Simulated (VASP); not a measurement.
Write the native input for VASP 6.6.1 that does the following.

```
Task                   : single point
Functional             : PBE
Potentials or basis    : VASP PAW PBE potentials, release 64 (Co, Al)
Cutoff                 : 520 eV
k mesh                 : 14 × 14 × 14
Occupations            : fermi-dirac, width 0.08 eV
Spin                   : no spin polarisation
Dipole correction      : no
Further INCAR settings : ALGO = Normal; EDIFF = 1e-06; NBANDS = 13
```

The structure of AlCo (rocksalt type) lies in POSCAR:

```
AlCo
1.0
    0.0000000000      2.2775511860      2.2775511860
    2.2775511860      0.0000000000      2.2775511860
    2.2775511860      2.2775511860      0.0000000000
Co Al
1 1
Direct
    0.0000000000      0.0000000000      0.0000000000
    0.5000000000      0.5000000000      0.5000000000
```

This cell differs from its parent crystal: volume scaled by 0.86, to set the pressure.

One way to write it, as run:

INCAR

```
PREC = Accurate ; ENCUT = 520
EDIFF = 1E-6 ; ISMEAR = -1
SIGMA = 0.08 ; LREAL = F
LASPH = T ; NELM = 80
ALGO = Normal ; ISIF = 2
LWAVE = F ; LCHARG = F
GGA = PE ; NBANDS = 13
```

KPOINTS

```
Automatic mesh
0
Gamma
  14 14 14
```

Potentials or basis: VASP PAW PBE potentials, release 64 (Co, Al).

Launch:

```bash
$ cat potpaw_PBE.64/Co/POTCAR potpaw_PBE.64/Al/POTCAR > POTCAR
$ mpirun -np 1 vasp_std > vasp.out
```

Results of the run:

```json
{
 "Pressure": "24.8 GPa",
 "Band gap on the k mesh": "zero (band 6 reaches 10.49 eV, above the bottom of band 7 at 10.21 eV)"
}
```

Caveat: the cell differs from its parent crystal (volume scaled by 0.86, to set the pressure).

Wall time 15 s on 1 thread of Intel(R) Xeon(R) Platinum 8375C CPU @ 2.90GHz (Ice Lake), on a shared host, peak memory 0.16 GiB.
